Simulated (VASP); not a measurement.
# Dy3Be2Se (P4/mmm) in VASP: notebook

Dy3Be2Se is run at these levels: PBE; tasks: single point, relaxation of cell and atoms.

All numbers are computed with VASP 6.6.1; they aren't measurements. Logs are shortened: lines on timing, memory, paths and dates and some standing lists are left out, and cuts for length are marked.

## (1) The cell of the first run

It takes space group P4/mmm (No. 123, tetragonal). Conventional cell: a = 3.354 Å, b = 3.354 Å, c = 10.026 Å, α = 90.00°, β = 90.00°, γ = 90.00°. Within 3.7 Å of Dy (site symmetry 4mm) lie 4 Be at 2.81 Å and 4 Se at 3.00 Å and 6 Dy at 3.17 to 3.68 Å. Dy (site symmetry 4/mmm) has 8 Be at 2.90 Å and 6 Dy at 3.17 to 3.35 Å within 3.8 Å. Be (site symmetry 4mm) has 8 Dy at 2.81 to 2.90 Å and 5 Be at 3.32 to 3.35 Å and 1 Se at 3.35 Å within 3.7 Å. Within 4.0 Å of Se (site symmetry 4/mmm) lie 8 Dy at 3.00 Å and 2 Be at 3.35 Å and 4 Se at 3.35 Å.

The cell was built from a structure type or drawn by symmetry, and may not be a known phase.

## (2) Single point, PBE

INCAR reads:

```
ALGO = Normal ; EDIFF = 1E-6
ENCUT = 600 ; GGA = PE
GGA_COMPAT = F ; ISIF = 2
ISMEAR = 0 ; LASPH = T
LCHARG = F ; LMAXMIX = 6
LREAL = F ; LWAVE = F
NBANDS = 28 ; NELM = 200
PREC = Accurate ; SIGMA = 0.1
```

KPOINTS reads:

```
k-points
0
Gamma
  6 6 2
```

POSCAR reads:

```
Dy3Be2Se
1.0
    3.3535049100      0.0000000000      0.0000000000
    0.0000000000      3.3535049100      0.0000000000
    0.0000000000      0.0000000000     10.0260012400
Dy Be Se
3 2 1
Direct
    0.5000000000      0.5000000000      0.1837450000
    0.5000000000      0.5000000000      0.5000000000
    0.5000000000      0.5000000000      0.8162550000
    0.0000000000      0.0000000000      0.3342649900
    0.0000000000      0.0000000000      0.6657350100
    0.0000000000      0.0000000000      0.0000000000
```

Potentials or basis: VASP PAW PBE potentials, release 64 (Dy_3, Be, Se), 4f in core.

The run is started by

```console
$ cat potpaw_PBE.64/Dy_3/POTCAR potpaw_PBE.64/Be/POTCAR potpaw_PBE.64/Se/POTCAR > POTCAR
$ mpirun -np 1 vasp_std > vasp.out
```

OUTCAR:

```text
EDIFF = 1E-6
   ENCUT = 600
   GGA = PE
   ISIF = 2
   ISMEAR = 0
   LASPH = T
   LREAL = F
   NELM = 200
   PREC = Accurate

 ion  position               nearest neighbor table
   1  0.500  0.500  0.184-   4 2.81   4 2.81   4 2.81   4 2.81   6 3.00   6 3.00   6 3.00   6 3.00
                             2 3.17   3 3.68
   2  0.500  0.500  0.500-   4 2.90   5 2.90   4 2.90   5 2.90   4 2.90   5 2.90   4 2.90   5 2.90
                             1 3.17   3 3.17
   3  0.500  0.500  0.816-   5 2.81   5 2.81   5 2.81   5 2.81   6 3.00   6 3.00   6 3.00   6 3.00
                             2 3.17   1 3.68
   4  0.000  0.000  0.334-   1 2.81   1 2.81   1 2.81   1 2.81   2 2.90   2 2.90   2 2.90   2 2.90

   5  0.000  0.000  0.666-   3 2.81   3 2.81   3 2.81   3 2.81   2 2.90   2 2.90   2 2.90   2 2.90

   6  0.000  0.000  0.000-   1 3.00   3 3.00   1 3.00   3 3.00   1 3.00   3 3.00   1 3.00   3 3.00

  LATTYP: Found a simple tetragonal cell.
 ALAT       =     3.3535049100
 C/A-ratio  =     2.9897082333

  Lattice vectors:

 A1 = (   3.3535049100,   0.0000000000,   0.0000000000)
 A2 = (   0.0000000000,   3.3535049100,   0.0000000000)
 A3 = (   0.0000000000,   0.0000000000,  10.0260012400)

Analysis of symmetry for initial positions (statically):
=====================================================================
 Subroutine PRICEL returns:
 Original cell was already a primitive cell.

 Routine SETGRP: Setting up the symmetry group for a
 simple tetragonal supercell.

 Subroutine GETGRP returns: Found 16 space group operations
 (whereof 16 operations were pure point group operations)
 out of a pool of 16 trial point group operations.

The static configuration has the point symmetry D_4h.

Analysis of symmetry for dynamics (positions and initial velocities):
=====================================================================
 Subroutine PRICEL returns:
 Original cell was already a primitive cell.

 Routine SETGRP: Setting up the symmetry group for a
 simple tetragonal supercell.

 Subroutine GETGRP returns: Found 16 space group operations
 (whereof 16 operations were pure point group operations)
 out of a pool of 16 trial point group operations.

The dynamic configuration has the point symmetry D_4h.

 Subroutine INISYM returns: Found 16 space group operations
 (whereof 16 operations are pure point group operations),
 and found     1 'primitive' translations

----------------------------------------------------------------------------------------

                                     Primitive cell

  volume of cell :     112.7524

  direct lattice vectors                    reciprocal lattice vectors
     3.353504910  0.000000000  0.000000000     0.298195478  0.000000000  0.000000000
     0.000000000  3.353504910  0.000000000     0.000000000  0.298195478  0.000000000
     0.000000000  0.000000000 10.026001240     0.000000000  0.000000000  0.099740662

  length of vectors
     3.353504910  3.353504910 10.026001240     0.298195478  0.298195478  0.099740662

  position of ions in fractional coordinates (direct lattice)
     0.500000000  0.500000000  0.183745000
     0.500000000  0.500000000  0.500000000
     0.500000000  0.500000000  0.816255000
     0.000000000  0.000000000  0.334264990
     0.000000000  0.000000000  0.665735010
     0.000000000  0.000000000  0.000000000

  ion indices of the primitive-cell ions
   primitive index   ion index
                 1           1
                 2           2
                 3           3
                 4           4
                 5           5
                 6           6

----------------------------------------------------------------------------------------

 KPOINTS: k-points

Automatic generation of k-mesh.
 Grid dimensions read from file:
 generate k-points for:    6    6    2

 Generating k-lattice:

  Cartesian coordinates                     Fractional coordinates (reciprocal lattice)
     0.049699246  0.000000000  0.000000000     0.166666667  0.000000000  0.000000000
     0.000000000  0.049699246  0.000000000     0.000000000  0.166666667  0.000000000
     0.000000000  0.000000000  0.049870331     0.000000000  0.000000000  0.500000000

  Length of vectors
     0.049699246  0.049699246  0.049870331

  Shift w.r.t. Gamma in fractional coordinates (k-lattice)
     0.000000000  0.000000000  0.000000000

 Subroutine IBZKPT returns following result:
 ===========================================

 Found     20 irreducible k-points:

 Following reciprocal coordinates:
            Coordinates               Weight
  0.000000  0.000000  0.000000      1.000000
  0.166667  0.000000  0.000000      4.000000
  0.333333  0.000000  0.000000      4.000000
  0.500000  0.000000  0.000000      2.000000
  0.166667  0.166667  0.000000      4.000000
  0.333333  0.166667  0.000000      8.000000
[... 12 lines left out ...]
  0.500000  0.333333  0.500000      4.000000
  0.500000  0.500000  0.500000      1.000000
   k-points           NKPTS =     20   k-points in BZ     NKDIM =     20   number of bands    NBANDS=     28
   number of dos      NEDOS =    301   number of ions     NIONS =      6
   total plane-waves  NPLWV =  62720
   dimension x,y,z NGX =    28 NGY =   28 NGZ =   80
   dimension x,y,z NGXF=    56 NGYF=   56 NGZF=  160
   ions per type =               3   2   1
   NGX,Y,Z   is equivalent  to a cutoff of  13.88, 13.88, 13.27 a.u.
   NGXF,Y,Z  is equivalent  to a cutoff of  27.76, 27.76, 26.53 a.u.
 SYSTEM =  unknown system
   PREC   = accura    normal or accurate (medium, high low for compatibility)
   ISTART =      0    job   : 0-new  1-cont  2-samecut
   ICHARG =      2    charge: 1-file 2-atom 10-const
   ISPIN  =      1    spin polarized calculation?
   LNONCOLLINEAR =      F non collinear calculations
   LSORBIT =      F    spin-orbit coupling
   LASPH  =      T    aspherical Exc in radial PAW
   ENCUT  =  600.0 eV  44.10 Ry    6.64 a.u.   6.70  6.70 20.02*2*pi/ulx,y,z
   NELM   =    200;   NELMIN=  2; NELMDL= -5     # of ELM steps
   EDIFF  = 0.1E-05   stopping-criterion for ELM
   LREAL  =      F    real-space projection
   EDIFFG = 0.1E-04   stopping-criterion for IOM
   NSW    =      0    number of steps for IOM
   IBRION =     -1    ionic relax: 0-MD 1-quasi-New 2-CG
   NFREE  =      0    steps in history (QN), initial steepest desc. (CG)
   ISIF   =      2    stress and relaxation
   ISYM   =      2    0-nonsym 1-usesym 2-fastsym
   POTIM  = 0.5000    time-step for ionic-motion
   TEBEG  =    0.0;   TEEND  =   0.0 temperature during run
   PSTRESS=    0.0 pullay stress
   NELECT =      37.0000    total number of electrons
   NUPDOWN=      -1.0000    fix difference up-down
   EMIN   =  10.00;   EMAX   =-10.00  energy-range for DOS
   EFERMI =   0.00;   METHOD = LEGACY
   ISMEAR =     0;   SIGMA  =   0.10  broadening in eV -4-tet -1-fermi 0-gaus
   EFERMI_NEDOS =   21; number of points for ismear=-14 and -15
   IALGO  =     38    algorithm
   IMIX   =      4    mixing-type and parameters
     AMIX     =   0.40;   BMIX     =  1.00
     AMIX_MAG =   1.60;   BMIX_MAG =  1.00
  volume/ion in A,a.u.               =      18.79       126.82
  Fermi-wavevector in a.u.,A,eV,Ry     =   1.129190  2.133859 17.348368  1.275069
  Thomas-Fermi vector in A             =   2.265882
   LORBIT       =      0    0 simple, 1 ext, 2 COOP (PROOUT), +10 PAW based schemes
   GGA     = PE    functional components
   LHFCALC =     F    Hartree Fock is set to
   AEXX    =    0.0000 exact exchange contribution
   IVDW    =     0    specifies the selected vdW correction
   LEPSILON=     F    determine dielectric tensor
   LRPA    =     F    only Hartree local field effects (RPA)
 non-spin polarized calculation
 Gauss-broadening in eV      SIGMA  =   0.10
  energy-cutoff  :      600.00
  volume of cell :      112.75
 maximum number of plane-waves:      3800
 NGX is ok and might be reduce to    28
   NGX = 13   NGY = 13   NGZ = 41

 number of electron      37.0000000 magnetization

 Free energy of the ion-electron system (eV)
  ---------------------------------------------------
  ext. energy  EPLUGINS =         0.00000000
  ---------------------------------------------------
  free energy    TOTEN  =       -26.60162032 eV

  energy without entropy =      -26.59012386  energy(sigma->0) =      -26.59587209

 E-fermi :   5.0352     XC(G=0): -10.7236

 val. band max:        4.9727472018   @ k =   0.1667   0.0000   0.5000
 cond. band min:       5.0721384170   @ k =   0.5000   0.0000   0.0000
 fundamental gap:      0.0993912152
 Fermi energy:         5.0352019628

 k-point     1 :       0.0000    0.0000    0.0000
  band No.  band energies     occupation
      1     -18.4449      2.00000
      2     -18.4051      2.00000
      3     -17.8292      2.00000
      4     -17.8292      2.00000
      5     -17.8084      2.00000
      6     -17.8084      2.00000
[... 20 lines left out ...]
     27      10.2318      0.00000
     28      10.2816      0.00000

 k-point     2 :       0.1667    0.0000    0.0000
  band No.  band energies     occupation
      1     -18.4212      2.00000
      2     -18.3733      2.00000
      3     -18.0128      2.00000
      4     -17.9812      2.00000
      5     -17.8122      2.00000
      6     -17.7927      2.00000
[... 20 lines left out ...]
     27       9.3803      0.00000
     28       9.4090      0.00000

 k-point     3 :       0.3333    0.0000    0.0000
  band No.  band energies     occupation
      1     -18.3735      2.00000
      2     -18.3717      2.00000
      3     -18.3089      2.00000
      4     -18.2954      2.00000
      5     -17.9341      2.00000
      6     -17.7780      2.00000
[... 492 lines left out ...]
      3     -18.3778      2.00000
      4     -18.2359      2.00000
      5     -18.2156      2.00000
      6     -18.0574      2.00000
[... 20 lines left out ...]
     27       8.8563      0.00000
     28       9.6474      0.00000

 k-point    20 :       0.5000    0.5000    0.5000
  band No.  band energies     occupation
      1     -18.3858      2.00000
      2     -18.3858      2.00000
      3     -18.3627      2.00000
      4     -18.3627      2.00000
      5     -18.3516      2.00000
      6     -18.0384      2.00000
[... 20 lines left out ...]
     27       9.3777      0.00000
     28      11.1542      0.00000

------------------------ aborting loop because EDIFF is reached ----------------------------------------

  FORCE on cell =-STRESS in cart. coord.  units (eV):
  Direction    XX          YY          ZZ          XY          YZ          ZX
  --------------------------------------------------------------------------------------
  -------------------------------------------------------------------------------------
  Total        6.3263309      6.3263309      5.4701086      0.0000000      0.0000000     -0.0000000
  in kB       89.8952695     89.8952695     77.7286067      0.0000000      0.0000000     -0.0000000
  external PRESSURE =      85.8397152 kB  Pullay stress =       0.0000000 kB

 VOLUME and BASIS-vectors are now :
 -----------------------------------------------------------------------------
  energy-cutoff  :      600.00
  volume of cell :      112.75
      direct lattice vectors                 reciprocal lattice vectors
     3.353504910  0.000000000  0.000000000     0.298195478  0.000000000  0.000000000
     0.000000000  3.353504910  0.000000000     0.000000000  0.298195478  0.000000000
     0.000000000  0.000000000 10.026001240     0.000000000  0.000000000  0.099740662

 POSITION                                       TOTAL-FORCE (eV/Angst)
 -----------------------------------------------------------------------------------
      1.67675      1.67675      1.84223        -0.000000      0.000000     -1.056621
      1.67675      1.67675      5.01300        -0.000000      0.000000      0.000000
      1.67675      1.67675      8.18377        -0.000000     -0.000000      1.056621
      0.00000      0.00000      3.35134         0.000000     -0.000000      0.897612
      0.00000      0.00000      6.67466         0.000000     -0.000000     -0.897612
      0.00000      0.00000      0.00000        -0.000000      0.000000      0.000000
 -----------------------------------------------------------------------------------
    total drift:                                0.000000      0.000000     -0.000000

  FREE ENERGIE OF THE ION-ELECTRON SYSTEM (eV)
  ---------------------------------------------------
  free  energy   TOTEN  =       -26.6016203237 eV

  energy  without entropy=      -26.5901238565  energy(sigma->0) =      -26.59587209
```

Wall time 40 s (1 thread of AMD EPYC 9R45 (Zen 5), shared host); peak memory 0.25 GiB.

Results:

- Free energy: -26.6016 eV
- Pressure: 8.6 GPa
- Largest force: 1.057 eV/Å
- Band gap on the k mesh: zero (an odd number of electrons rules out a gap without spin polarisation)

Forces in eV/Å, atoms in the order of the input:
```
Dy   0.000  0.000 -1.057
Dy   0.000  0.000  0.000
Dy   0.000  0.000  1.057
Be   0.000  0.000  0.898
Be   0.000  0.000 -0.898
Se   0.000  0.000  0.000
```

Stress tensor (GPa, compression positive):
```
8.99 0.00 0.00
0.00 8.99 0.00
0.00 0.00 7.77
```

Levels at points of the mesh, in eV from the Fermi level:
| k point | band 16 | band 17 | band 18 | band 19 | band 20 | band 21 | band 22 | band 23 |
| --- | --- | --- | --- | --- | --- | --- | --- | --- |
| (0.00, 0.00, 0.00) | -2.03 | -0.87 | -0.73 | -0.25 | 0.29 | 1.32 | 1.52 | 1.52 |
| (0.50, 0.00, 0.00) | -2.16 | -1.62 | 0.04 | 0.30 | 0.81 | 1.14 | 1.32 | 1.78 |
| (0.50, 0.50, 0.00) | -2.24 | -1.62 | -0.76 | -0.76 | -0.66 | 0.36 | 2.42 | 2.42 |
| (0.00, 0.00, 0.50) | -1.07 | -1.02 | -0.75 | -0.51 | 0.46 | 0.89 | 1.72 | 1.72 |
| (0.50, 0.00, 0.50) | -1.62 | -1.17 | -0.43 | 0.51 | 0.77 | 0.83 | 0.95 | 1.31 |
| (0.50, 0.50, 0.50) | -2.00 | -2.00 | -1.14 | -1.14 | 0.05 | 0.73 | 1.08 | 2.90 |

Caveat: the cell stands under pressure; spin-orbit coupling is left out, which moves the levels of the heavy elements; the 4f electrons are frozen in the core, so they carry no moment and show no levels; the run has no spin polarisation, though such a crystal can be magnetic; forces of over 1 eV/Å act on the atoms, so gaps and moduli don't describe the material at rest.

## (3) Single point, PBE

This run uses another cell than the first one, of 20.53 Å³/atom.

INCAR reads:

```
SYSTEM = Dy3Be2Se
PREC = Accurate ; ENCUT = 600
EDIFF = 1E-6 ; ISMEAR = 0
SIGMA = 0.1 ; LREAL = .FALSE.
LASPH = .TRUE. ; NELM = 200
ALGO = Normal ; ISIF = 2
LWAVE = .FALSE. ; LCHARG = .TRUE.
GGA = PE ; LELF = .TRUE.
LVHAR = .TRUE. ; NBANDS = 28
GGA_COMPAT = .FALSE. ; LMAXMIX = 6
```

KPOINTS reads:

```
Automatic mesh
0
G
  6 6 2
  0 0 0
```

POSCAR reads:

```
Dy3Be2Se
1.0
    3.4798934610      0.0000000000      0.0000000000
    0.0000000000      3.4798934610      0.0000000000
    0.0000000000      0.0000000000     10.1735020114
Dy Be Se
3 2 1
Direct
    0.5000000000      0.5000000000      0.1781420507
    0.5000000000      0.5000000000      0.5000000000
    0.5000000000      0.5000000000      0.8218579493
    0.0000000000      0.0000000000      0.3518155073
    0.0000000000      0.0000000000      0.6481844927
    0.0000000000      0.0000000000      0.0000000000
```

Potentials or basis: VASP PAW PBE potentials, release 64 (Dy_3, Be, Se), 4f in core.

The run is started by

```console
$ cat potpaw_PBE.64/Dy_3/POTCAR potpaw_PBE.64/Be/POTCAR potpaw_PBE.64/Se/POTCAR > POTCAR
$ mpirun -np 1 vasp_std > vasp.out
```

Wall time 46 s (1 thread of AMD EPYC 9R45 (Zen 5), shared host); peak memory 0.25 GiB.

It converged, with:

- Free energy: -27.0794 eV
- Pressure: 0.6 GPa
- Band gap on the k mesh: zero (an odd number of electrons rules out a gap without spin polarisation)

Forces on the atoms (eV/Å):
```
Dy   0.000  0.000  0.002
Dy   0.000  0.000  0.000
Dy   0.000  0.000 -0.002
Be   0.000  0.000  0.001
Be   0.000  0.000 -0.001
Se   0.000  0.000  0.000
```

Stress tensor (GPa, compression positive):
```
0.63 0.00 0.00
0.00 0.63 0.00
0.00 0.00 0.53
```

Levels at points of the mesh, in eV from the Fermi level:
```csv
k point,band 15,band 16,band 17,band 18,band 19,band 20,band 21,band 22,band 23,band 24
"(0.00, 0.00, 0.00)",-2.33,-2.33,-0.76,-0.71,-0.08,0.39,1.53,1.53,1.82,2.87
"(0.50, 0.00, 0.00)",-2.82,-1.99,-1.86,-0.02,0.13,0.86,0.92,1.49,1.65,1.91
"(0.50, 0.50, 0.00)",-1.88,-1.88,-1.12,-0.74,-0.64,-0.64,0.40,2.38,2.38,2.60
"(0.00, 0.00, 0.50)",-2.33,-1.20,-0.75,-0.67,-0.31,0.56,1.36,1.67,1.67,2.25
"(0.50, 0.00, 0.50)",-3.02,-1.99,-0.86,-0.49,0.19,0.57,0.90,1.22,1.27,2.42
"(0.50, 0.50, 0.50)",-1.73,-1.73,-1.61,-0.87,-0.87,-0.14,0.69,1.18,2.65,2.65
```

Caveat: spin-orbit coupling is left out, which moves the levels of the heavy elements; the 4f electrons are frozen in the core, so they carry no moment and show no levels; the run has no spin polarisation, though such a crystal can be magnetic. Spin polarisation is off, so any magnetic state and its effect on volume and gap are missing.

(Continued in part 2 of 2.)
